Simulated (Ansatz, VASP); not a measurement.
# Two plane-wave programs on Ga3Se

Contents of INCAR:

```
  PREC = Accurate
  ENCUT = 520
  EDIFF = 1E-7
  ISMEAR = 0
  SIGMA = 0.15
  LREAL = F
  LASPH = T
  NELM = 100
  ALGO = Normal
  ISIF = 2
  LWAVE = F
  LCHARG = F
  GGA = PE
  IVDW = 12
  NBANDS = 30
```

Contents of KPOINTS:

```
regular mesh
0
Gamma
  12 12 12
```

The input POSCAR:

```
Ga3Se
1.0
    4.1939020062      0.0000000000      0.0000000000
    0.0000000000      4.1939020062      0.0000000000
    0.0000000000      0.0000000000      4.4533186252
Ga Se
3 1
Direct
    0.0000000000      0.5000000000      0.5000000000
    0.5000000000      0.0000000000      0.5000000000
    0.5000000000      0.5000000000      0.0000000000
    0.0000000000      0.0000000000      0.0000000000
```

Input for Ansatz:

```yaml
crystal:
  lattice:
    - [4.1939020062, 0.0, 0.0]
    - [0.0, 4.1939020062, 0.0]
    - [0.0, 0.0, 4.4533186252]
  atoms:
    - { symbol: Ga, position: [0.0, 0.5, 0.5] }
    - { symbol: Ga, position: [0.5, 0.0, 0.5] }
    - { symbol: Ga, position: [0.5, 0.5, 0.0] }
    - { symbol: Se, position: [0.0, 0.0, 0.0] }
basis:
  ecutwfc: 420
kpoints:
  mp_grid: { grid: [12, 12, 12] }
hamiltonian:
  xc: pbe
  dispersion: d3bj
scf:
  occupations: { method: gaussian, width: 0.15 }
output:
  forces: true
  stress: true
  eigenvalues: true
  write_density: true
  write_potential: true
  elf: true
  volumetric_format: npy
```

Change from the starting cell: strain -0.030 along x and y, +0.030 along z, atoms carried along.

Alike in both runs: task single point; functional PBE; dispersion D3(BJ); k mesh 12 × 12 × 12; occupations gaussian, width 0.15 eV; no spin polarisation.

```csv
,VASP,Ansatz
version,VASP 6.6.1,Ansatz 0.2.0
potentials or method,"VASP PAW PBE potentials, release 64 (Ga_d, Se), cutoff 520 eV","scalar-relativistic, plane waves, PAW"
valence electrons in the cell,45,55
```

VASP gave:

| Property | Result |
| --- | --- |
| gap on the k mesh at the Fermi level (eV) | none |
| pressure (GPa) | 1.7 |
| traceless stress, the component that is largest in VASP (GPa) | -0.23 |

What did Ansatz give for the same quantities?

gap on the k mesh at the Fermi level (eV): none; pressure (GPa): 1.6; traceless stress, the component that is largest in VASP (GPa): -0.22.

A gap of «none» marks a metal or a gap that the smearing closes. VASP's potentials hold 45 valence electrons a cell and Ansatz's 55, so a difference there can come from the potentials and not from the codes.
